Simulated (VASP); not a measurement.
# Ni (Fm-3m) in VASP: a series of runs

The runs below take Ni through single point, with LDA.

Everything below comes from runs of VASP 6.6.1. Logs are shortened: lines on timing, memory, paths and dates and some standing lists are left out, and cuts for length are marked.

## Step 1: The cell of the first run

The structure is cubic, space group Fm-3m (No. 225). Conventional cell: a = 3.537 Å, b = 3.537 Å, c = 3.537 Å, α = 90.00°, β = 90.00°, γ = 90.00°. Within 3.3 Å of Ni (site symmetry m-3m) lie 12 Ni at 2.50 Å.

## Step 2: Single point, LDA, collinear spin, ferromagnetic start

INCAR

```
ALGO = Normal
EDIFF = 1E-7
ENCUT = 520
GGA = CA
ISIF = 2
ISMEAR = 0
ISPIN = 2
LASPH = True
LCHARG = True
LELF = True
LMAXMIX = 4
LORBIT = 11
LREAL = False
LVHAR = True
LWAVE = False
MAGMOM = 0.98
NBANDS = 15
NELM = 150
NUPDOWN = 0.98
PREC = Accurate
SIGMA = 0.1
```

KPOINTS

```
k-points
0
Gamma
  12 12 12
```

POSCAR

```
Ni
1.0
    0.0000000000      1.7683500000      1.7683500000
    1.7683500000      0.0000000000      1.7683500000
    1.7683500000      1.7683500000      0.0000000000
Ni
1
Direct
    0.0000000000      0.0000000000      0.0000000000
```

Potentials or basis: VASP PAW LDA potentials, release 64 (Ni).

The run is started by

```sh
$ cat potpaw_LDA.64/Ni/POTCAR > POTCAR
$ mpirun -np 1 vasp_std > vasp.out
```

OUTCAR:

```text
EDIFF = 1E-7
   ENCUT = 520
   GGA = CA
   ISIF = 2
   ISMEAR = 0
   ISPIN = 2
   LASPH = True
   LORBIT = 11
   LREAL = False
   NELM = 150
   NUPDOWN = 0.98
   PREC = Accurate

 ion  position               nearest neighbor table
   1  0.000  0.000  0.000-

  LATTYP: Found a face centered cubic cell.
 ALAT       =     3.5367000000

  Lattice vectors:

 A1 = (   0.0000000000,   1.7683500000,   1.7683500000)
 A2 = (   1.7683500000,   0.0000000000,   1.7683500000)
 A3 = (   1.7683500000,   1.7683500000,   0.0000000000)

Analysis of symmetry for initial positions (statically):
=====================================================================
 Subroutine PRICEL returns:
 Original cell was already a primitive cell.

 Routine SETGRP: Setting up the symmetry group for a
 face centered cubic supercell.

 Subroutine GETGRP returns: Found 48 space group operations
[... 9 lines left out ...]

 Routine SETGRP: Setting up the symmetry group for a
 face centered cubic supercell.

 Subroutine GETGRP returns: Found 48 space group operations
 (whereof 48 operations were pure point group operations)
 out of a pool of 48 trial point group operations.

The dynamic configuration has the point symmetry O_h .

Analysis of structural, dynamic, and magnetic symmetry:
=====================================================================
 Subroutine PRICEL returns:
 Original cell was already a primitive cell.

 Routine SETGRP: Setting up the symmetry group for a
 face centered cubic supercell.

 Subroutine GETGRP returns: Found 48 space group operations
 (whereof 48 operations were pure point group operations)
 out of a pool of 48 trial point group operations.

The overall configuration has the point symmetry O_h .

 Subroutine INISYM returns: Found 48 space group operations
[... 5 lines left out ...]
                                     Primitive cell

  volume of cell :      11.0595

  direct lattice vectors                    reciprocal lattice vectors
     0.000000000  1.768350000  1.768350000    -0.282749456  0.282749456  0.282749456
     1.768350000  0.000000000  1.768350000     0.282749456 -0.282749456  0.282749456
     1.768350000  1.768350000  0.000000000     0.282749456  0.282749456 -0.282749456

  length of vectors
     2.500824553  2.500824553  2.500824553     0.489736423  0.489736423  0.489736423

  position of ions in fractional coordinates (direct lattice)
     0.000000000  0.000000000  0.000000000

  ion indices of the primitive-cell ions
   primitive index   ion index
                 1           1

----------------------------------------------------------------------------------------

 KPOINTS: k-points

Automatic generation of k-mesh.
 Grid dimensions read from file:
 generate k-points for:   12   12   12

 Generating k-lattice:

  Cartesian coordinates                     Fractional coordinates (reciprocal lattice)
    -0.023562455  0.023562455  0.023562455     0.083333333  0.000000000  0.000000000
     0.023562455 -0.023562455  0.023562455     0.000000000  0.083333333  0.000000000
     0.023562455  0.023562455 -0.023562455     0.000000000  0.000000000  0.083333333

  Length of vectors
     0.040811369  0.040811369  0.040811369

  Shift w.r.t. Gamma in fractional coordinates (k-lattice)
     0.000000000  0.000000000  0.000000000

 Subroutine IBZKPT returns following result:
 ===========================================

 Found     72 irreducible k-points:

 Following reciprocal coordinates:
            Coordinates               Weight
  0.000000  0.000000  0.000000      1.000000
  0.083333  0.000000  0.000000      8.000000
  0.166667  0.000000  0.000000      8.000000
  0.250000  0.000000  0.000000      8.000000
  0.333333  0.000000  0.000000      8.000000
  0.416667  0.000000  0.000000      8.000000
[... 16 lines left out ...]
  0.500000  0.166667  0.000000     24.000000
 -0.416667  0.166667  0.000000     24.000000
 [... further k-points ...]
   k-points           NKPTS =     72   k-points in BZ     NKDIM =     72   number of bands    NBANDS=     15
   number of dos      NEDOS =    301   number of ions     NIONS =      1
   total plane-waves  NPLWV =   8000
   dimension x,y,z NGX =    20 NGY =   20 NGZ =   20
   dimension x,y,z NGXF=    40 NGYF=   40 NGZF=   40
   ions per type =               1
   NGX,Y,Z   is equivalent  to a cutoff of  13.30, 13.30, 13.30 a.u.
   NGXF,Y,Z  is equivalent  to a cutoff of  26.59, 26.59, 26.59 a.u.
 SYSTEM =  unknown system
   PREC   = accura    normal or accurate (medium, high low for compatibility)
   ISTART =      0    job   : 0-new  1-cont  2-samecut
   ICHARG =      2    charge: 1-file 2-atom 10-const
   ISPIN  =      2    spin polarized calculation?
   LNONCOLLINEAR =      F non collinear calculations
   LSORBIT =      F    spin-orbit coupling
   LASPH  =      T    aspherical Exc in radial PAW
   ENCUT  =  520.0 eV  38.22 Ry    6.18 a.u.   4.65  4.65  4.65*2*pi/ulx,y,z
   NELM   =    150;   NELMIN=  2; NELMDL= -5     # of ELM steps
   EDIFF  = 0.1E-06   stopping-criterion for ELM
   LREAL  =      F    real-space projection
   EDIFFG = 0.1E-05   stopping-criterion for IOM
   NSW    =      0    number of steps for IOM
   IBRION =     -1    ionic relax: 0-MD 1-quasi-New 2-CG
   NFREE  =      0    steps in history (QN), initial steepest desc. (CG)
   ISIF   =      2    stress and relaxation
   ISYM   =      2    0-nonsym 1-usesym 2-fastsym
   POTIM  = 0.5000    time-step for ionic-motion
   TEBEG  =    0.0;   TEEND  =   0.0 temperature during run
   PSTRESS=    0.0 pullay stress
   NELECT =      10.0000    total number of electrons
   NUPDOWN=       0.9800    fix difference up-down
   EMIN   =  10.00;   EMAX   =-10.00  energy-range for DOS
   EFERMI =   0.00;   METHOD = LEGACY
   ISMEAR =     0;   SIGMA  =   0.10  broadening in eV -4-tet -1-fermi 0-gaus
   EFERMI_NEDOS =   21; number of points for ismear=-14 and -15
   IALGO  =     38    algorithm
   IMIX   =      4    mixing-type and parameters
     AMIX     =   0.40;   BMIX     =  1.00
     AMIX_MAG =   1.60;   BMIX_MAG =  1.00
  volume/ion in A,a.u.               =      11.06        74.63
  Fermi-wavevector in a.u.,A,eV,Ry     =   1.583057  2.991544 34.097153  2.506070
  Thomas-Fermi vector in A             =   2.682886
   LORBIT       =     11    0 simple, 1 ext, 2 COOP (PROOUT), +10 PAW based schemes
   GGA     = CA    functional components
   LHFCALC =     F    Hartree Fock is set to
   AEXX    =    0.0000 exact exchange contribution
   IVDW    =     0    specifies the selected vdW correction
   LEPSILON=     F    determine dielectric tensor
   LRPA    =     F    only Hartree local field effects (RPA)
 spin polarized calculation
 Gauss-broadening in eV      SIGMA  =   0.10
  energy-cutoff  :      520.00
  volume of cell :       11.06
 maximum number of plane-waves:       310
   NGX =  9   NGY =  9   NGZ =  9

 number of electron      10.0000010 magnetization       0.9800001

 Free energy of the ion-electron system (eV)
  ---------------------------------------------------
  ext. energy  EPLUGINS =         0.00000000
  ---------------------------------------------------
  free energy    TOTEN  =        -6.41576023 eV

  energy without entropy =       -6.40956541  energy(sigma->0) =       -6.41266282

 E-fermi :   8.6818     XC(G=0): -13.5306

 val. band max:        9.6080152128   @ k =   0.4167   0.4167   0.0000
 cond. band min:       8.6906126498   @ k =  -0.3333   0.3333   0.0000
 fundamental gap:     -0.9174025631
 Fermi energy:         9.6820581329

 spin component 1

 k-point     1 :       0.0000    0.0000    0.0000
  band No.  band energies     occupation
      1      -0.1342      1.00000
      2       6.1977      1.00000
      3       6.1977      1.00000
      4       6.1977      1.00000
      5       7.2983      1.00000
      6       7.2983      1.00000
      7      32.4049      0.00000
      8      35.9951      0.00000
      9      35.9951      0.00000
     10      35.9951      0.00000
     11      38.8649      0.00000
     12      38.8649      0.00000
     13      38.8649      0.00000
     14      42.1693      0.00000
     15      47.8945      0.00000

 k-point     2 :       0.0833    0.0000    0.0000
  band No.  band energies     occupation
      1       0.1331      1.00000
      2       6.1333      1.00000
      3       6.2548      1.00000
      4       6.2548      1.00000
      5       7.2757      1.00000
      6       7.2757      1.00000
      7      31.2041      0.00000
      8      33.7971      0.00000
      9      35.4000      0.00000
     10      35.4000      0.00000
     11      39.7645      0.00000
     12      39.7645      0.00000
     13      40.2019      0.00000
     14      44.2738      0.00000
     15      45.7917      0.00000

 k-point     3 :       0.1667    0.0000    0.0000
  band No.  band energies     occupation
      1       0.9061      1.00000
      2       5.9861      1.00000
      3       6.3728      1.00000
      4       6.3728      1.00000
      5       7.2584      1.00000
      6       7.2584      1.00000
      7      27.2028      0.00000
      8      33.1158      0.00000
      9      34.4968      0.00000
     10      34.4968      0.00000
     11      40.1742      0.00000
     12      40.8177      0.00000
     13      40.8177      0.00000
     14      44.0322      0.00000
     15      44.0322      0.00000
[... 343 lines left out ...]
 k-point    23 :       0.5000    0.1667    0.0000
  band No.  band energies     occupation
      1       4.3831      1.00000
      2       5.7814      1.00000
      3       6.3412      1.00000
      4       6.5995      1.00000
      5       7.9824      1.00000
      6      10.3126      0.00000
      7      15.3872      0.00000
      8      26.2754      0.00000
      9      28.8140      0.00000
     10      30.9512      0.00000
     11      41.1337      0.00000
     12      41.3132      0.00000
     13      45.3676      0.00000
     14      47.7993      0.00000
     15      54.1672      0.00000

 k-point    24 :      -0.4167    0.1667    0.0000
  band No.  band energies     occupation
      1       4.4342      1.00000
      2       5.8271      1.00000
      3       6.4489      1.00000
      4       6.5601      1.00000
      5       7.8299      1.00000
      6      10.8455      0.00000
      7      14.7133      0.00000
      8      25.2770      0.00000
      9      29.9167      0.00000
     10      31.2628      0.00000
     11      40.2420      0.00000
     12      40.8278      0.00000
     13      47.5642      0.00000
     14      50.2195      0.00000
     15      51.4130      0.00000

 [... further k-points ...]

 spin component 2

 k-point     1 :       0.0000    0.0000    0.0000
  band No.  band energies     occupation
      1       0.0242      1.00000
      2       7.1249      1.00000
      3       7.1249      1.00000
      4       7.1249      1.00000
      5       8.1978      1.00000
      6       8.1978      1.00000
      7      32.4807      0.00000
      8      36.1758      0.00000
      9      36.1758      0.00000
     10      36.1758      0.00000
     11      39.1840      0.00000
     12      39.1840      0.00000
     13      39.1840      0.00000
     14      42.2528      0.00000
     15      48.2107      0.00000

 k-point     2 :       0.0833    0.0000    0.0000
  band No.  band energies     occupation
      1       0.2921      1.00000
      2       7.0515      1.00000
      3       7.1845      1.00000
      4       7.1845      1.00000
      5       8.1734      1.00000
      6       8.1734      1.00000
      7      31.3877      0.00000
      8      33.9432      0.00000
      9      35.6242      0.00000
     10      35.6242      0.00000
     11      40.0308      0.00000
     12      40.0308      0.00000
     13      40.3838      0.00000
     14      44.4375      0.00000
     15      46.1099      0.00000

 k-point     3 :       0.1667    0.0000    0.0000
  band No.  band energies     occupation
      1       1.0695      1.00000
      2       6.8758      1.00000
      3       7.3024      1.00000
      4       7.3024      1.00000
      5       8.1590      1.00000
      6       8.1590      1.00000
      7      27.4895      0.00000
      8      33.2196      0.00000
      9      34.7616      0.00000
     10      34.7616      0.00000
     11      40.3158      0.00000
     12      41.0146      0.00000
     13      41.0146      0.00000
     14      44.3771      0.00000
     15      44.3771      0.00000
[... 343 lines left out ...]
 k-point    23 :       0.5000    0.1667    0.0000
  band No.  band energies     occupation
      1       5.0109      1.00000
      2       6.4900      1.00000
      3       7.1101      1.00000
      4       7.4843      1.00000
      5       8.9766      0.00002
      6      10.8854      0.00000
      7      15.8746      0.00000
      8      26.5471      0.00000
      9      29.0779      0.00000
     10      31.1806      0.00000
     11      41.3727      0.00000
     12      41.5053      0.00000
     13      45.6098      0.00000
     14      48.2071      0.00000
     15      55.6603      0.00000

 k-point    24 :      -0.4167    0.1667    0.0000
  band No.  band energies     occupation
      1       5.0840      1.00000
      2       6.5721      1.00000
      3       7.1777      1.00000
      4       7.4373      1.00000
      5       8.8203      0.02506
      6      11.3675      0.00000
      7      15.2470      0.00000
      8      25.5605      0.00000
      9      30.1856      0.00000
     10      31.4622      0.00000
     11      40.4923      0.00000
     12      41.0249      0.00000
     13      47.8704      0.00000
     14      50.5643      0.00000
     15      51.6763      0.00000

 [... further k-points ...]
[... 5 lines left out ...]
  --------------------------------------------------------------------------------------
  -------------------------------------------------------------------------------------
  Total       -1.1438235     -1.1438235     -1.1438235      0.0000000      0.0000000      0.0000000
  in kB     -165.7047332   -165.7047332   -165.7047332      0.0000000      0.0000000      0.0000000
  external PRESSURE =    -165.7047332 kB  Pullay stress =       0.0000000 kB

 VOLUME and BASIS-vectors are now :
 -----------------------------------------------------------------------------
  energy-cutoff  :      520.00
  volume of cell :       11.06
      direct lattice vectors                 reciprocal lattice vectors
     0.000000000  1.768350000  1.768350000    -0.282749456  0.282749456  0.282749456
     1.768350000  0.000000000  1.768350000     0.282749456 -0.282749456  0.282749456
     1.768350000  1.768350000  0.000000000     0.282749456  0.282749456 -0.282749456

 POSITION                                       TOTAL-FORCE (eV/Angst)
 -----------------------------------------------------------------------------------
      0.00000      0.00000      0.00000         0.000000      0.000000      0.000000
 -----------------------------------------------------------------------------------
    total drift:                               -0.000000     -0.000000     -0.000000

  FREE ENERGIE OF THE ION-ELECTRON SYSTEM (eV)
  ---------------------------------------------------
  free  energy   TOTEN  =        -6.4157602292 eV

  energy  without entropy=       -6.4095654081  energy(sigma->0) =       -6.41266282

 total charge

# of ion       s       p       d       tot
------------------------------------------
    1        0.505   0.506   8.270   9.280

 magnetization (x)

# of ion       s       p       d       tot
------------------------------------------
    1        0.009   0.012   0.946   0.968
```

It took 24 s on 1 thread of AMD EPYC 9R45 (Zen 5), shared host; peak memory 0.1 GiB.

What came out:

```yaml
Free_energy: -6.4158 eV
Pressure: -16.6 GPa
Net_moment: 0.98 μB per cell
Site_moments: Ni +0.97 μB
Valence_electrons_inside_the_program's_atomic_spheres: Ni 9.28
```

Caveat: the total moment is fixed, so each spin has its own Fermi level.

(Continued in part 2 of 2.)
